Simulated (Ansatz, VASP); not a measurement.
## Al3N: VASP beside Ansatz

File INCAR:

```
SYSTEM = Al3N
PREC = Accurate
ENCUT = 600
EDIFF = 1E-6
ISMEAR = 0
SIGMA = 0.1
LREAL = .False.
LASPH = .True.
NELM = 120
ALGO = Normal
ISIF = 2
LWAVE = .False.
LCHARG = .False.
GGA = PE
NBANDS = 15
GGA_COMPAT = .False.
```

The input KPOINTS:

```
regular mesh
0
Gamma
  6 6 4
  0 0 0
```

File POSCAR:

```
Al3N
1.0
    3.0601783278      0.0000000000      0.0000000000
   -1.5300891639      2.6501921720      0.0000000000
    0.0000000000      0.0000000000      7.0279802826
Al N
3 1
Direct
    0.0000000000      0.0000000000      0.9984452663
    0.3333333333      0.6666666667      0.3675513208
    0.6666666667      0.3333333333      0.6641172400
    0.3333333333      0.6666666667      0.0968861729
```

Input for Ansatz:

```yaml
crystal:
  lattice:
    - [3.0601783278, 0.0, 0.0]
    - [-1.5300891639, 2.650192172, 0.0]
    - [0.0, 0.0, 7.0279802826]
  atoms:
    - { symbol: Al, position: [0.0, 0.0, 0.9984452663] }
    - { symbol: Al, position: [0.3333333333, 0.6666666667, 0.3675513208] }
    - { symbol: Al, position: [0.6666666667, 0.3333333333, 0.66411724] }
    - { symbol: "N", position: [0.3333333333, 0.6666666667, 0.0968861729] }
basis:
  ecutwfc: 420
kpoints:
  mp_grid: { grid: [6, 6, 4] }
hamiltonian:
  xc: pbe
scf:
  occupations: { method: gaussian, width: 0.1 }
  lower_state_search: "off"
output:
  forces: true
  stress: true
  eigenvalues: true
```

Alike in both runs: task single point; functional PBE; k mesh 6 × 6 × 4; occupations gaussian, width 0.1 eV; no spin polarisation.

```csv
,VASP,Ansatz
version,VASP 6.6.1,Ansatz 0.2.0
potentials or method,"VASP PAW PBE potentials, release 64 (Al, N), cutoff 600 eV","scalar-relativistic, plane waves, PAW"
valence electrons in the cell,14,14
```

```tsv
	VASP	Ansatz	Ansatz less VASP
gap on the k mesh at the Fermi level (eV)	none	none	-
pressure (GPa)	0.4	0.5	+0.15
traceless stress, the component that is largest in VASP (GPa)	4.28	4.35	+0.071
rms of the force components (eV/Å)	0.145	0.146	+0.0006
```

Atom by atom the forces differ by 0.005 eV/Å (rms over components). A gap of «none» marks a metal or a gap that the smearing closes.

The k mesh is coarse, so the values compare programs but aren't converged.
